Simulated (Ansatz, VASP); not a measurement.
## Mo: VASP beside Ansatz

```
Mo
1.0
     4.66859    0.00000    0.00000
    -2.33429    4.04311    0.00000
     0.00000    0.00000    2.56297
Mo
3
Direct
  0.00000 0.00000 0.00000
  0.33333 0.66667 0.50000
  0.66667 0.33333 0.50000
```

Alike in both runs: functional PBE; k mesh 8 × 8 × 11; occupations fermi-dirac, width 0.1 eV; no spin polarisation.

Ansatz relaxed the structure, and its values are those at the end. VASP's run is a single point on that final structure, the one shown.

```csv
,VASP,Ansatz
version,VASP 6.6.1,Ansatz 0.2.0
potentials or method,"VASP PAW PBE potentials, release 64 (Mo_sv), cutoff 520 eV","plane waves (420 eV) with PAW, scalar-relativistic"
valence electrons in the cell,42,42
```

```tsv
	VASP	Ansatz	Ansatz less VASP
pressure (GPa)	0.5	0.0	-0.49
```

The functional is the same, so the differences come from potentials, cutoffs and numerics.
